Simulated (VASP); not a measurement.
**Tc3Ge: relaxation of cell and atoms with LDA**

Crystal: Tc3Ge.

```xyz
4
Lattice="0.0000 2.9600 2.9600 2.9600 0.0000 2.9600 2.9600 2.9600 0.0000" Properties=species:S:1:pos:R:3 pbc="T T T"
Ge    0.0000    0.0000    0.0000
Tc    2.9600    2.9600    2.9600
Tc    1.4800    1.4800    1.4800
Tc    4.4400    4.4400    4.4400
```

* Program: VASP 6.6.1
* Task: relaxation of cell and atoms
* Functional: LDA
* Potentials or basis: VASP PAW LDA potentials, release 64 (Ge_d, Tc_pv)
* Cutoff: 500 eV
* k mesh: 7 × 7 × 7
* Occupations: methfessel-paxton, width 0.05 eV
* Spin: no spin polarisation
* Dipole correction: no
* Further INCAR settings: ALGO = Normal; EDIFF = 1e-07; IBRION = 2; EDIFFG = -0.02; NSW = 80; ISIF = 3

The relaxed volume is 13.73 Å³/atom, the relaxed cell is a = 4.266 Å, b = 4.266 Å, c = 4.266 Å, α = 60.00°, β = 60.00°, γ = 60.00° and the space group after relaxing (to 0.1 Å) is Fm-3m (No. 225). The energy gained by relaxing is 43.3 meV/atom, the ionic steps are 4 and the pressure after relaxing is -0.1 GPa. The band gap on the k mesh is zero (an odd number of electrons rules out a gap without spin polarisation).

The path:
```
step  energy change (eV)  largest force (eV/Å)  pressure (GPa)  volume (Å³)
   1              0.0000                0.0000           19.34        51.87
   2              0.9923                0.0000          -33.23        64.53
   3             -0.1726                0.0000           -1.13        55.10
   4             -0.1733                0.0000           -0.06        54.91
```

Final structure:
```
Ge Tc
1.0
     0.00000    3.01672    3.01672
     3.01672    0.00000    3.01672
     3.01672    3.01672    0.00000
Ge Tc
1 3
Direct
  0.00000 0.00000 0.00000
  0.50000 0.50000 0.50000
  0.25000 0.25000 0.25000
  0.75000 0.75000 0.75000
```

Levels at points of the mesh, in eV from the Fermi level:
```tsv
k point	band 22	band 23	band 24	band 25	band 26	band 27	band 28	band 29	band 30	band 31
(0.00, 0.00, 0.00)	-2.88	-2.88	0.87	0.87	0.87	1.03	1.03	1.15	1.84	1.84
```

It took 44 s on 1 thread of Intel(R) Xeon(R) 6975P-C (Granite Rapids) (shared host), peak memory 0.17 GiB.
